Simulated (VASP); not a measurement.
## Re: single point with RPBE

Re:

```
Re
1.0
     2.76080    0.00000    0.00000
    -1.38040    2.39092    0.00000
     0.00000    0.00000    4.45820
Re
2
Direct
  0.66667 0.33333 0.75000
  0.33333 0.66667 0.25000
```

```json
{"Program": "VASP 6.6.1", "Task": "single point", "Functional": "RPBE", "Potentials or basis": "VASP PAW PBE potentials, release 64 (Re)", "Cutoff": "520 eV", "k mesh": "11 × 11 × 6", "Occupations": "fermi-dirac, width 0.05 eV", "Spin": "no spin polarisation", "Dipole correction": "no", "Further INCAR settings": "ALGO = Normal; EDIFF = 1e-06; NBANDS = 14"}
```

```
Pressure               : 9.4 GPa
Band gap on the k mesh : zero (bands 7 and 8 overlap by 3.04 eV)
```

Stress tensor (GPa, compression positive):
```
9.24 0.00 0.00
0.00 9.24 0.00
0.00 0.00 9.59
```

Levels at points of the mesh, in eV from the Fermi level:
```csv
k point,band 4,band 5,band 6,band 7,band 8,band 9,band 10,band 11
"(0.00, 0.00, 0.00)",-1.58,-1.58,-0.75,-0.75,0.18,0.18,0.59,3.35
"(0.00, 0.00, 0.50)",-2.39,-1.71,-1.71,-1.71,-1.71,2.54,2.54,2.54
```

Wall time 24 s on 1 thread of AMD EPYC 7R13 Processor (Zen 3) (shared host), peak memory 0.14 GiB.

Caveat: the cell stands under pressure; the PAW data sets were made with another functional, which shifts forces and pressure a little; spin-orbit coupling is left out, which moves the levels of the heavy elements.
